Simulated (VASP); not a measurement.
# LiF (Fm-3m) in VASP: vibrations by perturbation theory with PBE

Aim: the vibrations by perturbation theory of LiF with PBE.

Everything below comes from runs of VASP 6.6.1. Logs are shortened: lines on timing, memory, paths and dates and some standing lists are left out, and cuts for length are marked.

### 1 The cell of the first run

It takes space group Fm-3m (No. 225, cubic). The conventional cell has a = 4.068 Å, b = 4.068 Å, c = 4.068 Å, α = 90.00°, β = 90.00°, γ = 90.00°. Within 2.7 Å of Li (site symmetry m-3m) lie 6 F at 2.03 Å. Within 2.7 Å of F (site symmetry m-3m) lie 6 Li at 2.03 Å.

### 2 Vibrations by perturbation theory, PBE

INCAR reads:

```
SYSTEM = LiF
PREC = Accurate
ENCUT = 750
EDIFF = 1E-8
ISMEAR = 0
SIGMA = 0.01
LREAL = .False.
LASPH = .True.
NELM = 120
ALGO = Normal
ISIF = 2
LWAVE = .False.
LCHARG = .False.
GGA = PE
NBANDS = 12
IBRION = 8
NSW = 1
LEPSILON = .True.
GGA_COMPAT = .False.
```

KPOINTS reads:

```
Automatic mesh
0
Gamma
  12 12 12
  0 0 0
```

POSCAR reads:

```
LiF
1.0
    0.0000000000      2.0340121586      2.0340121586
    2.0340121586      0.0000000000      2.0340121586
    2.0340121586      2.0340121586      0.0000000000
Li F
1 1
Direct
    0.0000000000      0.0000000000      0.0000000000
    0.5000000000      0.5000000000      0.5000000000
```

Potentials or basis: VASP PAW PBE potentials, release 64 (Li_sv, F).

Launch:

```
> cat potpaw_PBE.64/Li_sv/POTCAR potpaw_PBE.64/F/POTCAR > POTCAR
> mpirun -np 1 vasp_std > vasp.out
```

OUTCAR:

```text
SYSTEM = LiF
   PREC = Accurate
   ENCUT = 750
   EDIFF = 1E-8
   ISMEAR = 0
   LREAL = .False.
   LASPH = .True.
   NELM = 120
   ISIF = 2
   GGA = PE
   IBRION = 8
   NSW = 1
   LEPSILON = .True.

 ion  position               nearest neighbor table
   1  0.000  0.000  0.000-   2 2.03   2 2.03   2 2.03   2 2.03   2 2.03   2 2.03
   2  0.500  0.500  0.500-   1 2.03   1 2.03   1 2.03   1 2.03   1 2.03   1 2.03

  LATTYP: Found a face centered cubic cell.
 ALAT       =     4.0680243172

  Lattice vectors:

 A1 = (   0.0000000000,   2.0340121586,   2.0340121586)
 A2 = (   2.0340121586,   0.0000000000,   2.0340121586)
 A3 = (   2.0340121586,   2.0340121586,   0.0000000000)

Analysis of symmetry for initial positions (statically):
=====================================================================
 Subroutine PRICEL returns:
 Original cell was already a primitive cell.

 Routine SETGRP: Setting up the symmetry group for a
 face centered cubic supercell.

 Subroutine GETGRP returns: Found 48 space group operations
 (whereof 48 operations were pure point group operations)
 out of a pool of 48 trial point group operations.

The static configuration has the point symmetry O_h .

Analysis of symmetry for dynamics (positions and initial velocities):
=====================================================================
 Subroutine PRICEL returns:
 Original cell was already a primitive cell.

 Routine SETGRP: Setting up the symmetry group for a
 face centered cubic supercell.

 Subroutine GETGRP returns: Found 48 space group operations
 (whereof 48 operations were pure point group operations)
 out of a pool of 48 trial point group operations.

The dynamic configuration has the point symmetry O_h .

 Subroutine INISYM returns: Found 48 space group operations
 (whereof 48 operations are pure point group operations),
 and found     1 'primitive' translations

[... 593 lines left out ...]
     0.00573  0.00000  0.00000
     0.00000  0.00492  0.00000
     0.00000  0.00000  0.00492

 MACROSCOPIC STATIC DIELECTRIC TENSOR (including local field effects in DFT)
 ------------------------------------------------------
           2.048658     0.000000     0.000000
           0.000000     2.048658     0.000000
          -0.000000     0.000000     2.048658
 ------------------------------------------------------

 PIEZOELECTRIC TENSOR (including local field effects)  for field in x, y, z        (e  Angst)
          XX          YY          ZZ          XY          YZ          ZX
  --------------------------------------------------------------------------------
  x     0.00000     0.00000     0.00000     0.00000     0.00000     0.00000
  y     0.00000     0.00000     0.00000     0.00000     0.00000     0.00000
  z     0.00000     0.00000     0.00000     0.00000     0.00000     0.00000

 PIEZOELECTRIC TENSOR (including local field effects)  for field in x, y, z        (C/m^2)
          XX          YY          ZZ          XY          YZ          ZX
  --------------------------------------------------------------------------------
  x     0.00000     0.00000     0.00000     0.00000     0.00000     0.00000
  y     0.00000     0.00000     0.00000     0.00000     0.00000     0.00000
  z     0.00000     0.00000     0.00000     0.00000     0.00000     0.00000

 BORN EFFECTIVE CHARGES (including local field effects) (in |e|, cummulative output)
 ---------------------------------------------------------------------------------
 ion    1
    1     1.05372    -0.00000     0.00000
    2     0.00000     1.05372    -0.00000
    3     0.00000     0.00000     1.05372
 ion    2
    1    -1.05372     0.00000    -0.00000
    2    -0.00000    -1.05372     0.00000
    3    -0.00000     0.00000    -1.05372

 INTERNAL STRAIN TENSOR FOR ION    2 for displacements in x,y,z  (eV/Angst):
          X           Y           Z          XY          YZ          ZX
  --------------------------------------------------------------------------------
  x     0.00000     0.00000     0.00000     0.00000     0.00000     0.00000
  y     0.00000     0.00000     0.00000     0.00000     0.00000     0.00000
  z     0.00000     0.00000     0.00000     0.00000     0.00000     0.00000

 SECOND DERIVATIVES (NOT SYMMETRIZED)
 ------------------------------------
               1X          1Y          1Z          2X          2Y          2Z
  1X    -1.336110    0.000000    0.000000    1.336110    0.000000    0.000000
  1Y     0.000000   -1.336110    0.000000    0.000000    1.336110    0.000000
  1Z     0.000000    0.000000   -1.336110    0.000000    0.000000    1.336110
  2X     1.343087    0.000000    0.000000   -1.343087    0.000000    0.000000
  2Y     0.000000    1.343087    0.000000    0.000000   -1.343087    0.000000
  2Z     0.000000    0.000000    1.343087    0.000000    0.000000   -1.343087

 Eigenvectors and eigenvalues of the dynamical matrix
 ----------------------------------------------------

   1 f  =    7.991312 THz    50.210894 2PiTHz  266.561477 cm-1    33.049396 meV
             X         Y         Z           dx          dy          dz
      0.000000  0.000000  0.000000     0.000000    0.854073    0.000000
      2.034012  2.034012  2.034012     0.000000   -0.520153    0.000000
[... 21 lines left out ...]
   6 f/i=    0.009244 THz     0.058083 2PiTHz    0.308351 cm-1     0.038231 meV
             X         Y         Z           dx          dy          dz
      0.000000  0.000000  0.000000     0.000000    0.000000   -0.520153
      2.034012  2.034012  2.034012     0.000000    0.000000   -0.854073

--------------------------------------------------------------------------------------------------------

 MACROSCOPIC STATIC DIELECTRIC TENSOR IONIC CONTRIBUTION
 ------------------------------------------------------
           8.911487     0.000000     0.000000
           0.000000     8.911487     0.000000
           0.000000     0.000000     8.911487
 ------------------------------------------------------

 ELASTIC MODULI CONTR FROM IONIC RELAXATION (kBar)
 Direction    XX          YY          ZZ          XY          YZ          ZX
 --------------------------------------------------------------------------------
 XX           0.0000      0.0000      0.0000      0.0000      0.0000      0.0000
 YY           0.0000      0.0000      0.0000      0.0000      0.0000      0.0000
 ZZ           0.0000      0.0000      0.0000      0.0000      0.0000      0.0000
 XY           0.0000      0.0000      0.0000      0.0000      0.0000      0.0000
 YZ           0.0000      0.0000      0.0000      0.0000      0.0000      0.0000
 ZX           0.0000      0.0000      0.0000      0.0000      0.0000      0.0000
 --------------------------------------------------------------------------------

 PIEZOELECTRIC TENSOR IONIC CONTR  for field in x, y, z        (C/m^2)
          XX          YY          ZZ          XY          YZ          ZX
  --------------------------------------------------------------------------------
  x     0.00000     0.00000     0.00000     0.00000     0.00000     0.00000
  y     0.00000     0.00000     0.00000     0.00000     0.00000     0.00000
  z     0.00000     0.00000     0.00000     0.00000     0.00000     0.00000
```

OSZICAR:

```text
N       E                     dE             d eps       ncg     rms          rms(c)
DAV:   1     0.457927987722E+02    0.45793E+02   -0.66368E+03  1744   0.110E+03
DAV:   2    -0.837163278227E+01   -0.54164E+02   -0.52863E+02  2064   0.223E+02
DAV:   3    -0.101291580246E+02   -0.17575E+01   -0.17514E+01  2236   0.354E+01
DAV:   4    -0.101544591980E+02   -0.25301E-01   -0.25299E-01  2016   0.456E+00
[... 225 lines left out ...]
RMM:   9    -0.524307878423E+00    0.13562E-05   -0.15796E-08  8471   0.834E-04    0.136E-05
RMM:  10    -0.524307360247E+00    0.51818E-06    0.75215E-08  8646   0.344E-04    0.397E-06
RMM:  11    -0.524307391023E+00   -0.30776E-07    0.16807E-07  8887   0.143E-04    0.174E-06
RMM:  12    -0.524307338633E+00    0.52390E-07    0.71118E-08  8845   0.620E-05    0.406E-07
RMM:  13    -0.524307333507E+00    0.51268E-08    0.26743E-08  8664   0.271E-05    0.190E-07
 Linear response finished
```

stdout:

```text
POSCAR found type information on POSCAR LiF
 POSCAR found :  2 types and       2 ions
 scaLAPACK will be used
 LDA part: xc-table for (Slater+PW92), standard interpolation
 POSCAR, INCAR and KPOINTS ok, starting setup
 FFT: planning ... GRIDC
 FFT: planning ... GRID_SOFT
 FFT: planning ... GRID
 WAVECAR not read
 entering main loop
[... 23 lines left out ...]
  Direction:   3
 dielectric tensor                  component  3 :    -0.000     0.078     2.049
 Linear response DOF=           2
 Linear response progress:
 first order change of Fermi-energy   0.20659E-06
 force on displaced ion       1 direction 1 :  -1.336   0.000   0.000
 Born effective charge ion    1 direction 1 :   1.054   0.000   0.000
 Linear response progress:
 first order change of Fermi-energy  -0.12995E-03
 force on displaced ion       2 direction 1 :  -1.343   0.000   0.000
 Born effective charge ion    2 direction 1 :  -1.053   0.000   0.000
 Born effective charges drift removed
 Linear response finished
```

It took 9.2 min on 1 thread of Intel Xeon 6975P-C, shared host; peak memory 0.28 GiB.

What came out:

```yaml
Electronic_dielectric_tensor_diagonal: 2.05
Born_charges_mean_of_the_diagonal: Li +1.05; F -1.05 e
Highest_phonon_frequency_at_Γ_LO-TO_splitting_left_out: 267 cm⁻¹
```

Phonon frequencies in cm⁻¹ (negative: imaginary):
```csv
q point,frequencies
"(0.000, 0.000, 0.000)",0 0 0 267 267 267
```

Electronic dielectric tensor:
```
2.05 0.00 0.00
0.00 2.05 0.00
0.00 0.00 2.05
```

Born effective charge tensors (e):
atom 1, Li
```
1.05 0.00 0.00
0.00 1.05 0.00
0.00 0.00 1.05
```
atom 2, F
```
-1.05  0.00  0.00
 0.00 -1.05  0.00
 0.00  0.00 -1.05
```
